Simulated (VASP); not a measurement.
# Gd (Im-3m) in VASP: notebook

Gd is run at these levels: PBEsol; tasks: single point.

All numbers are computed with VASP 6.6.1; they aren't measurements. Logs are shortened: lines on timing, memory, paths and dates and some standing lists are left out, and cuts for length are marked.

**1. The cell of the first run**

Symmetry: Im-3m, No. 229, cubic system. The conventional cell has a = 3.242 Å, b = 3.242 Å, c = 3.242 Å, α = 90.00°, β = 90.00°, γ = 90.00°. Gd (site symmetry m-3m) has 14 Gd at 2.81 to 3.24 Å within 3.7 Å.

**2. Single point, PBEsol, collinear spin, ferromagnetic start (volume scaled by 0.55)**

INCAR

```
SYSTEM = Gd
PREC = Accurate
ENCUT = 600
EDIFF = 1E-6
ISMEAR = -1
SIGMA = 0.08
LREAL = .FALSE.
LASPH = .TRUE.
NELM = 200
ALGO = Normal
ISIF = 2
LWAVE = .FALSE.
LCHARG = .TRUE.
ISPIN = 2
MAGMOM = 7
LORBIT = 11
LMAXMIX = 6
GGA = PS
LELF = .TRUE.
LVHAR = .TRUE.
NBANDS = 19
GGA_COMPAT = .FALSE.
```

KPOINTS

```
regular mesh
0
G
  14 14 14
  0 0 0
```

POSCAR

```
Gd
1.0
   -1.6208815873      1.6208815873      1.6208815873
    1.6208815873     -1.6208815873      1.6208815873
    1.6208815873      1.6208815873     -1.6208815873
Gd
1
Direct
    0.0000000000      0.0000000000      0.0000000000
```

Potentials or basis: VASP PAW PBE potentials, release 64 (Gd).

Run with:

```sh
cat potpaw_PBE.64/Gd/POTCAR > POTCAR
mpirun -np 1 vasp_std > vasp.out
```

OUTCAR:

```text
SYSTEM = Gd
   PREC = Accurate
   ENCUT = 600
   EDIFF = 1E-6
   ISMEAR = -1
   LREAL = .FALSE.
   LASPH = .TRUE.
   NELM = 200
   ISIF = 2
   ISPIN = 2
   LORBIT = 11
   GGA = PS

 ion  position               nearest neighbor table
   1  0.000  0.000  0.000-

  LATTYP: Found a body centered cubic cell.
 ALAT       =     3.2417631746

  Lattice vectors:

 A1 = (  -1.6208815873,   1.6208815873,   1.6208815873)
 A2 = (   1.6208815873,  -1.6208815873,   1.6208815873)
 A3 = (   1.6208815873,   1.6208815873,  -1.6208815873)

Analysis of symmetry for initial positions (statically):
=====================================================================
 Subroutine PRICEL returns:
 Original cell was already a primitive cell.

 Routine SETGRP: Setting up the symmetry group for a
 body centered cubic supercell.

 Subroutine GETGRP returns: Found 48 space group operations
 (whereof 48 operations were pure point group operations)
 out of a pool of 48 trial point group operations.

The static configuration has the point symmetry O_h .

Analysis of symmetry for dynamics (positions and initial velocities):
=====================================================================
 Subroutine PRICEL returns:
 Original cell was already a primitive cell.

 Routine SETGRP: Setting up the symmetry group for a
 body centered cubic supercell.

 Subroutine GETGRP returns: Found 48 space group operations
 (whereof 48 operations were pure point group operations)
 out of a pool of 48 trial point group operations.

The dynamic configuration has the point symmetry O_h .

Analysis of structural, dynamic, and magnetic symmetry:
=====================================================================
 Subroutine PRICEL returns:
 Original cell was already a primitive cell.

 Routine SETGRP: Setting up the symmetry group for a
 body centered cubic supercell.

 Subroutine GETGRP returns: Found 48 space group operations
 (whereof 48 operations were pure point group operations)
 out of a pool of 48 trial point group operations.

The overall configuration has the point symmetry O_h .

 Subroutine INISYM returns: Found 48 space group operations
 (whereof 48 operations are pure point group operations),
 and found     1 'primitive' translations

----------------------------------------------------------------------------------------

                                     Primitive cell

  volume of cell :      17.0339

  direct lattice vectors                    reciprocal lattice vectors
    -1.620881587  1.620881587  1.620881587     0.000000000  0.308474107  0.308474107
     1.620881587 -1.620881587  1.620881587     0.308474107  0.000000000  0.308474107
     1.620881587  1.620881587 -1.620881587     0.308474107  0.308474107  0.000000000

  length of vectors
     2.807449262  2.807449262  2.807449262     0.436248266  0.436248266  0.436248266

  position of ions in fractional coordinates (direct lattice)
     0.000000000  0.000000000  0.000000000

  ion indices of the primitive-cell ions
   primitive index   ion index
                 1           1

----------------------------------------------------------------------------------------

 KPOINTS: regular mesh

Automatic generation of k-mesh.
 Grid dimensions read from file:
 generate k-points for:   14   14   14

 Generating k-lattice:

  Cartesian coordinates                     Fractional coordinates (reciprocal lattice)
     0.000000000  0.022033865  0.022033865     0.071428571  0.000000000  0.000000000
     0.022033865  0.000000000  0.022033865     0.000000000  0.071428571  0.000000000
     0.022033865  0.022033865  0.000000000     0.000000000  0.000000000  0.071428571

  Length of vectors
     0.031160590  0.031160590  0.031160590

  Shift w.r.t. Gamma in fractional coordinates (k-lattice)
     0.000000000  0.000000000  0.000000000

 Subroutine IBZKPT returns following result:
 ===========================================

 Found    104 irreducible k-points:

 Following reciprocal coordinates:
            Coordinates               Weight
  0.000000  0.000000  0.000000      1.000000
  0.071429  0.000000  0.000000     12.000000
  0.142857  0.000000  0.000000     12.000000
  0.214286  0.000000  0.000000     12.000000
  0.285714  0.000000  0.000000     12.000000
  0.357143  0.000000  0.000000     12.000000
[... 16 lines left out ...]
  0.285714  0.285714  0.000000     24.000000
  0.357143  0.285714 -0.000000     24.000000
 [... further k-points ...]
   k-points           NKPTS =    104   k-points in BZ     NKDIM =    104   number of bands    NBANDS=     19
   number of dos      NEDOS =    301   number of ions     NIONS =      1
   total plane-waves  NPLWV =  13824
   dimension x,y,z NGX =    24 NGY =   24 NGZ =   24
   dimension x,y,z NGXF=    48 NGYF=   48 NGZF=   48
   ions per type =               1
   NGX,Y,Z   is equivalent  to a cutoff of  14.21, 14.21, 14.21 a.u.
   NGXF,Y,Z  is equivalent  to a cutoff of  28.42, 28.42, 28.42 a.u.
 SYSTEM =  Gd
   PREC   = accura    normal or accurate (medium, high low for compatibility)
   ISTART =      0    job   : 0-new  1-cont  2-samecut
   ICHARG =      2    charge: 1-file 2-atom 10-const
   ISPIN  =      2    spin polarized calculation?
   LNONCOLLINEAR =      F non collinear calculations
   LSORBIT =      F    spin-orbit coupling
   LASPH  =      T    aspherical Exc in radial PAW
   ENCUT  =  600.0 eV  44.10 Ry    6.64 a.u.   5.61  5.61  5.61*2*pi/ulx,y,z
   NELM   =    200;   NELMIN=  2; NELMDL= -5     # of ELM steps
   EDIFF  = 0.1E-05   stopping-criterion for ELM
   LREAL  =      F    real-space projection
   EDIFFG = 0.1E-04   stopping-criterion for IOM
   NSW    =      0    number of steps for IOM
   IBRION =     -1    ionic relax: 0-MD 1-quasi-New 2-CG
   NFREE  =      0    steps in history (QN), initial steepest desc. (CG)
   ISIF   =      2    stress and relaxation
   ISYM   =      2    0-nonsym 1-usesym 2-fastsym
   POTIM  = 0.5000    time-step for ionic-motion
   TEBEG  =    0.0;   TEEND  =   0.0 temperature during run
   PSTRESS=    0.0 pullay stress
   NELECT =      18.0000    total number of electrons
   NUPDOWN=      -1.0000    fix difference up-down
   EMIN   =  10.00;   EMAX   =-10.00  energy-range for DOS
   EFERMI =   0.00;   METHOD = LEGACY
   ISMEAR =    -1;   SIGMA  =   0.08  broadening in eV -4-tet -1-fermi 0-gaus
   EFERMI_NEDOS =   21; number of points for ismear=-14 and -15
   IALGO  =     38    algorithm
   IMIX   =      4    mixing-type and parameters
     AMIX     =   0.40;   BMIX     =  1.00
     AMIX_MAG =   1.60;   BMIX_MAG =  1.00
  volume/ion in A,a.u.               =      17.03       114.95
  Fermi-wavevector in a.u.,A,eV,Ry     =   1.667482  3.151083 37.830929  2.780495
  Thomas-Fermi vector in A             =   2.753496
   LORBIT       =     11    0 simple, 1 ext, 2 COOP (PROOUT), +10 PAW based schemes
   GGA     = PS    functional components
   LHFCALC =     F    Hartree Fock is set to
   AEXX    =    0.0000 exact exchange contribution
   IVDW    =     0    specifies the selected vdW correction
   LEPSILON=     F    determine dielectric tensor
   LRPA    =     F    only Hartree local field effects (RPA)
 spin polarized calculation
  energy-cutoff  :      600.00
  volume of cell :       17.03
 maximum number of plane-waves:       586
   NGX = 11   NGY = 11   NGZ = 11

 number of electron      17.9999995 magnetization       7.1729986

 Free energy of the ion-electron system (eV)
  ---------------------------------------------------
  ext. energy  EPLUGINS =         0.00000000
  ---------------------------------------------------
  free energy    TOTEN  =       -10.36946702 eV

  energy without entropy =      -10.32893038  energy(sigma->0) =      -10.34919870

 E-fermi :   6.6342     XC(G=0): -13.5868

 val. band max:        6.6335655557   @ k =   0.2143   0.2143   0.0714
 cond. band min:       6.6421826105   @ k =   0.5000   0.5000   0.2143
 fundamental gap:      0.0086170548
 Fermi energy:         6.6341803022

 spin component 1

 k-point     1 :       0.0000    0.0000    0.0000
  band No.  band energies     occupation
      1     -38.3128      1.00000
      2     -13.3062      1.00000
      3     -13.3062      1.00000
      4     -13.3062      1.00000
      5       2.1440      1.00000
      6       2.5982      1.00000
[... 11 lines left out ...]
     18      20.9011      0.00000
     19      20.9011      0.00000

 k-point     2 :       0.0714    0.0000    0.0000
  band No.  band energies     occupation
      1     -38.2722      1.00000
      2     -13.5823      1.00000
      3     -13.3812      1.00000
      4     -13.3120      1.00000
      5       2.4996      1.00000
      6       2.6003      1.00000
[... 476 lines left out ...]
 k-point    24 :       0.3571    0.2857   -0.0000
  band No.  band energies     occupation
      1     -37.3102      1.00000
      2     -16.8069      1.00000
      3     -16.1662      1.00000
      4     -13.9189      1.00000
      5       2.7730      1.00000
      6       2.7985      1.00000
[... 11 lines left out ...]
     18      23.2837      0.00000
     19      24.4445      0.00000

 [... further k-points ...]

 spin component 2

 k-point     1 :       0.0000    0.0000    0.0000
  band No.  band energies     occupation
      1     -35.3491      1.00000
      2     -10.8350      1.00000
      3     -10.8350      1.00000
      4     -10.8350      1.00000
      5       3.3108      1.00000
      6       7.3319      0.00016
[... 11 lines left out ...]
     18      22.2031      0.00000
     19      22.2031      0.00000

 k-point     2 :       0.0714    0.0000    0.0000
  band No.  band energies     occupation
      1     -35.3026      1.00000
      2     -11.1560      1.00000
      3     -10.9198      1.00000
      4     -10.8426      1.00000
      5       3.7001      1.00000
      6       7.2386      0.00052
[... 476 lines left out ...]
 k-point    24 :       0.3571    0.2857   -0.0000
  band No.  band energies     occupation
      1     -34.1776      1.00000
      2     -14.7950      1.00000
      3     -14.0838      1.00000
      4     -11.5403      1.00000
      5       5.5651      1.00000
      6       7.2845      0.00029
[... 11 lines left out ...]
     18      24.8864      0.00000
     19      25.9224      0.00000

 [... further k-points ...]

------------------------ aborting loop because EDIFF is reached ----------------------------------------

  FORCE on cell =-STRESS in cart. coord.  units (eV):
  Direction    XX          YY          ZZ          XY          YZ          ZX
  --------------------------------------------------------------------------------------
  -------------------------------------------------------------------------------------
  Total        5.8540534      5.8540534      5.8540534      0.0000000      0.0000000     -0.0000000
  in kB      550.6218072    550.6218072    550.6218072      0.0000000      0.0000000     -0.0000000
  external PRESSURE =     550.6218072 kB  Pullay stress =       0.0000000 kB

 VOLUME and BASIS-vectors are now :
 -----------------------------------------------------------------------------
  energy-cutoff  :      600.00
  volume of cell :       17.03
      direct lattice vectors                 reciprocal lattice vectors
    -1.620881587  1.620881587  1.620881587     0.000000000  0.308474107  0.308474107
     1.620881587 -1.620881587  1.620881587     0.308474107  0.000000000  0.308474107
     1.620881587  1.620881587 -1.620881587     0.308474107  0.308474107  0.000000000

 POSITION                                       TOTAL-FORCE (eV/Angst)
 -----------------------------------------------------------------------------------
      0.00000      0.00000      0.00000         0.000000     -0.000000      0.000000
 -----------------------------------------------------------------------------------
    total drift:                                0.000000      0.000000      0.000000

  FREE ENERGIE OF THE ION-ELECTRON SYSTEM (eV)
  ---------------------------------------------------
  free  energy   TOTEN  =       -10.3694670221 eV

  energy  without entropy=      -10.3289303778  energy(sigma->0) =      -10.34919870

 total charge

# of ion       s       p       d       f       tot
--------------------------------------------------
    1        2.102   5.491   1.162   7.044  15.799

 magnetization (x)

# of ion       s       p       d       f       tot
--------------------------------------------------
    1        0.020  -0.030   0.203   6.639   6.832
```

It took 69 s on 1 thread of Intel Xeon 6975P-C (Granite Rapids), shared host; peak memory 0.21 GiB.

Results:

```
Free energy                                           : -10.3695 eV
Pressure                                              : 55.1 GPa
Net moment                                            : 7.17 μB per cell
Site moments                                          : Gd +6.83 μB
Valence electrons inside the program's atomic spheres : Gd 15.80
```

Levels at points of the mesh, in eV from the Fermi level:
Spin up:
| k point | band 10 | band 11 | band 12 | band 13 | band 14 | band 15 | band 16 | band 17 |
| --- | --- | --- | --- | --- | --- | --- | --- | --- |
| (0.00, 0.00, 0.00) | -3.35 | -3.35 | -3.16 | 1.86 | 1.86 | 1.86 | 5.96 | 5.96 |
| (0.50, 0.00, 0.00) | -3.38 | -3.36 | -3.27 | -1.43 | 6.63 | 6.80 | 7.93 | 12.37 |
| (0.50, 0.50, 0.50) | -3.65 | -3.27 | -3.27 | -3.27 | 11.01 | 11.01 | 11.01 | 13.36 |
Spin down:
```
           k point  band 1  band 2  band 3  band 4  band 5  band 6  band 7  band 8  band 9  band 10
(0.00, 0.00, 0.00)  -41.98  -17.47  -17.47  -17.47   -3.32    0.70    0.70    0.70    1.91     1.91
(0.50, 0.00, 0.00)  -40.94  -22.42  -18.96  -17.63   -2.92   -0.35    0.79    1.11    1.37     1.69
(0.50, 0.50, 0.50)  -40.26  -20.69  -20.69  -20.69   -3.94   -3.94    0.98    1.42    1.42     1.42
```

Caveat: the PAW data sets were made with another functional, which shifts forces and pressure a little; spin-orbit coupling is left out, which moves the levels of the heavy elements. The state reached can hang on the start; a lower one may exist.

**3. Single point, PBEsol, collinear spin, ferromagnetic start (volume scaled by 0.65)**

INCAR

```
SYSTEM = Gd
ALGO = Normal ; EDIFF = 1E-6
ENCUT = 600 ; GGA = PS
GGA_COMPAT = .False. ; ISIF = 2
ISMEAR = -1 ; ISPIN = 2
LASPH = .True. ; LCHARG = .True.
LELF = .True. ; LMAXMIX = 6
LORBIT = 11 ; LREAL = .False.
LVHAR = .True. ; LWAVE = .False.
MAGMOM = 7 ; NBANDS = 19
NELM = 200 ; PREC = Accurate
SIGMA = 0.08
```

KPOINTS

```
k-points
0
Gamma
  14 14 14
  0 0 0
```

POSCAR

```
Gd
1.0
   -1.7137001887      1.7137001887      1.7137001887
    1.7137001887     -1.7137001887      1.7137001887
    1.7137001887      1.7137001887     -1.7137001887
Gd
1
Direct
    0.0000000000      0.0000000000      0.0000000000
```

Potentials or basis: VASP PAW PBE potentials, release 64 (Gd).

Run with:

```sh
cat potpaw_PBE.64/Gd/POTCAR > POTCAR
mpirun -np 1 vasp_std > vasp.out
```

Wall time 73 s (1 thread of Intel Xeon 6975P-C (Granite Rapids), shared host); peak memory 0.22 GiB.

Results (log left out):

* Free energy: -11.1882 eV
* Pressure: 31.5 GPa
* Net moment: 7.49 μB per cell
* Site moments: Gd +7.01 μB
* Valence electrons inside the program's atomic spheres: Gd 15.56

Levels at points of the mesh, in eV from the Fermi level:
Spin up:
```csv
k point,band 10,band 11,band 12,band 13,band 14,band 15,band 16,band 17
"(0.00, 0.00, 0.00)",-3.79,-3.79,-3.67,1.62,1.62,1.62,5.22,5.22
"(0.50, 0.00, 0.00)",-3.80,-3.74,-3.56,-1.14,4.60,5.55,6.73,10.65
"(0.50, 0.50, 0.50)",-3.87,-3.74,-3.74,-3.74,9.21,9.21,9.21,10.81
```
Spin down:
| k point | band 3 | band 4 | band 5 | band 6 | band 7 | band 8 |
| --- | --- | --- | --- | --- | --- | --- |
| (0.00, 0.00, 0.00) | -18.22 | -18.22 | -3.97 | 0.70 | 0.70 | 0.70 |
| (0.50, 0.00, 0.00) | -19.22 | -18.31 | -2.49 | 0.09 | 0.75 | 0.96 |
| (0.50, 0.50, 0.50) | -20.40 | -20.40 | -2.99 | -2.99 | 0.88 | 1.16 |

Caveat: the PAW data sets were made with another functional, which shifts forces and pressure a little; spin-orbit coupling is left out, which moves the levels of the heavy elements. The state reached can hang on the start; a lower one may exist.

**4. Single point, PBEsol, collinear spin, ferromagnetic start (volume scaled by 0.65)**

INCAR

```
ALGO = Normal
EDIFF = 1E-6
ENCUT = 600
GGA = PS
GGA_COMPAT = F
ISIF = 2
ISMEAR = -1
ISPIN = 2
LASPH = T
LCHARG = F
LMAXMIX = 6
LORBIT = 11
LREAL = F
LWAVE = F
MAGMOM = 7
NBANDS = 19
NELM = 200
PREC = Accurate
SIGMA = 0.08
```

KPOINTS

```
k-points
0
Gamma
  14 14 14
```

POSCAR is that of step 3.

Run with:

```sh
cat potpaw_PBE.64/Gd/POTCAR > POTCAR
mpirun -np 1 vasp_std > vasp.out
```

It took 73 s on 1 thread of Intel Xeon 6975P-C (Granite Rapids), shared host; peak memory 0.22 GiB.

Results (log left out):

| Property | Result |
| --- | --- |
| Free energy | -11.1882 eV |
| Pressure | 31.5 GPa |
| Net moment | 7.49 μB per cell |
| Site moments | Gd +7.01 μB |
| Valence electrons inside the program's atomic spheres | Gd 15.56 |

Levels at points of the mesh, in eV from the Fermi level:
Spin up:
```csv
k point,band 10,band 11,band 12,band 13,band 14,band 15,band 16,band 17
"(0.00, 0.00, 0.00)",-3.79,-3.79,-3.67,1.62,1.62,1.62,5.22,5.22
"(0.50, 0.00, 0.00)",-3.80,-3.74,-3.56,-1.14,4.60,5.55,6.73,10.65
"(0.50, 0.50, 0.50)",-3.87,-3.74,-3.74,-3.74,9.21,9.21,9.21,10.81
```
Spin down:
```csv
k point,band 2,band 3,band 4,band 5,band 6,band 7,band 8,band 9
"(0.00, 0.00, 0.00)",-18.22,-18.22,-18.22,-3.97,0.70,0.70,0.70,1.55
"(0.50, 0.00, 0.00)",-21.56,-19.22,-18.31,-2.49,0.09,0.75,0.96,1.14
"(0.50, 0.50, 0.50)",-20.40,-20.40,-20.40,-2.99,-2.99,0.88,1.16,1.16
```

Caveat: the PAW data sets were made with another functional, which shifts forces and pressure a little; spin-orbit coupling is left out, which moves the levels of the heavy elements. The state reached can hang on the start; a lower one may exist.

(Part 1 of 2 ends here.)
